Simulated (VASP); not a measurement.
Set up this calculation in VASP 6.6.1, as the native input.

```yaml
Task: single point
Functional: PBE
Potentials_or_basis: VASP PAW PBE potentials, release 64 (In_d, Se)
Cutoff: 520 eV
k_mesh: 10 × 10 × 4
Occupations: gaussian, width 0.15 eV
Spin: no spin polarisation
Dipole_correction: no
Further_INCAR_settings: ALGO = Normal; EDIFF = 1e-06; NBANDS = 34
```

The structure of InSe2 lies in POSCAR:

```
InSe2
1.0
    3.8873932744      0.0000000000      0.0000000000
    0.0000000000      3.8873932744      0.0000000000
    0.0000000000      0.0000000000      9.7325349658
In Se
2 4
Direct
    0.0000000000      0.5000000000      0.7035851614
    0.5000000000      0.0000000000      0.2964148386
    0.0000000000      0.5000000000      0.3657877562
    0.5000000000      0.0000000000      0.6342122438
    0.0000000000      0.0000000000      0.0000000000
    0.5000000000      0.5000000000      0.0000000000
```

One way to write it, as run:

INCAR

```
PREC = Accurate
ENCUT = 520
EDIFF = 1E-6
ISMEAR = 0
SIGMA = 0.15
LREAL = False
LASPH = True
NELM = 100
ALGO = Normal
ISIF = 2
LWAVE = False
LCHARG = True
GGA = PE
LELF = True
LVHAR = True
NBANDS = 34
```

KPOINTS

```
Automatic mesh
0
Gamma
  10 10 4
```

Potentials or basis: VASP PAW PBE potentials, release 64 (In_d, Se).

Run with:

```console
$ cat potpaw_PBE.64/In_d/POTCAR potpaw_PBE.64/Se/POTCAR > POTCAR
$ mpirun -np 1 vasp_std > vasp.out
```

Results of the run:

```json
{
  "Pressure": "0.0 GPa",
  "Largest force": "0.004 eV/Å",
  "Band gap on the k mesh": "zero (bands 25 and 26 overlap by 2.07 eV)"
}
```

Caveat: spin-orbit coupling is left out, which moves the levels of the heavy elements.

Run time: 5 min on 1 thread of Intel(R) Xeon(R) Platinum 8259CL CPU @ 2.50GHz (Skylake/Cascade Lake), on a shared host, peak memory 0.4 GiB.
